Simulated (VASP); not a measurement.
Here is a VASP 6.6.1 calculation.

Contents of POSCAR:

```
SrCl2
1.0
    0.0000000000      3.4974590156      3.4974590156
    3.4974590156      0.0000000000      3.4974590156
    3.4974590156      3.4974590156      0.0000000000
Sr Cl
1 2
Direct
    0.0000000000      0.0000000000      0.0000000000
    0.2500000000      0.2500000000      0.2500000000
    0.7500000000      0.7500000000      0.7500000000
```

INCAR.step1

```
  PREC = Accurate
  ENCUT = 520
  ISMEAR = 0
  SIGMA = 0.02
  LREAL = F
  LASPH = T
  NELM = 100
  NBANDS = 19
  GGA = PE
  ALGO = Normal
  EDIFF = 1E-4
  LWAVE = T
  LCHARG = F
```

INCAR.step2

```
  PREC = Accurate
  ENCUT = 520
  EDIFF = 1E-6
  ISMEAR = 0
  SIGMA = 0.02
  LREAL = F
  LASPH = T
  NELM = 100
  ALGO = Normal
  ISIF = 2
  LWAVE = F
  LCHARG = T
  METAGGA = R2SCAN
  LMIXTAU = T
  LELF = T
  LVHAR = T
  NBANDS = 19
  ISTART = 1
```

Contents of KPOINTS:

```
regular mesh
0
Gamma
  6 6 6
```

Potentials or basis: VASP PAW PBE potentials, release 64 (Sr_sv, Cl).

Run with:

```console
$ cat potpaw_PBE.64/Sr_sv/POTCAR potpaw_PBE.64/Cl/POTCAR > POTCAR
$ cp INCAR.step1 INCAR
$ mpirun -np 1 vasp_std > vasp.out
$ cp INCAR.step2 INCAR
$ mpirun -np 1 vasp_std > vasp.out
```

Problem. What does it give for the band gap on the k mesh?

Solution. 5.94 eV (least direct gap 5.99 eV).

Problem. Predict the pressure.

Solution. 0.0 GPa.

Caveat: the PAW data sets were made with another functional, which shifts forces and pressure a little. r2SCAN opens gaps a little over a GGA but as a rule still falls short of measured ones.
